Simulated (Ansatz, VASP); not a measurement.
One calculation of Pt, two programs

Contents of INCAR:

```
SYSTEM = Pt
ALGO = Normal
EDIFF = 1E-6
ENCUT = 520
GGA = PS
ISIF = 2
ISMEAR = -1
LASPH = .True.
LCHARG = .False.
LREAL = .False.
LWAVE = .False.
NBANDS = 17
NELM = 100
PREC = Accurate
SIGMA = 0.05
```

Contents of KPOINTS:

```
k-points
0
Gamma
  17 17 10
  0 0 0
```

File POSCAR:

```
Pt
1.0
    2.4189432390      0.0000000000      0.0000000000
   -1.2094716195      2.0948662952      0.0000000000
    0.0000000000      0.0000000000      4.0623146439
Pt
2
Direct
    0.3333333333      0.6666666667      0.2500000000
    0.6666666667      0.3333333333      0.7500000000
```

Input for Ansatz:

```yaml
crystal:
  lattice:
    - [2.418943239, 0.0, 0.0]
    - [-1.2094716195, 2.0948662952, 0.0]
    - [0.0, 0.0, 4.0623146439]
  atoms:
    - { symbol: Pt, position: [0.3333333333, 0.6666666667, 0.25] }
    - { symbol: Pt, position: [0.6666666667, 0.3333333333, 0.75] }
kpoints:
  mp_grid: { grid: [17, 17, 10] }
scf:
  occupations: { method: fermi_dirac, width: 0.05 }
hamiltonian:
  xc: pbesol
  pseudopotentials: { kind: all_electron, lapw: { basis_error: 0.001 } }
output:
  forces: true
  stress: true
  eigenvalues: true
  populations: true
```

Change from the starting cell: volume scaled by 0.68, LAPW.

Alike in both runs: task single point; functional PBEsol; k mesh 17 × 17 × 10; occupations fermi-dirac, width 0.05 eV; no spin polarisation.

|  | VASP | Ansatz |
| --- | --- | --- |
| version | VASP 6.6.1 | Ansatz 0.2.0 |
| potentials or method | VASP PAW PBE potentials, release 64 (Pt), cutoff 520 eV | all-electron LAPW, scalar-relativistic |

|  | VASP | Ansatz | Ansatz less VASP |
| --- | --- | --- | --- |
| pressure (GPa) | 297.7 | 293.6 | -4.11 |
| traceless stress, the component that is largest in VASP (GPa) | 0.05 | 0.05 | +0.006 |

VASP's potentials were made for PBE, not for PBEsol. Both programs put the cell under a high pressure, so it lies far from rest at this level. Ansatz ran all-electron here, and VASP with PAW potentials.

Neither program's run includes spin-orbit coupling. Noted on VASP's run: the cell as given lies far from equilibrium.
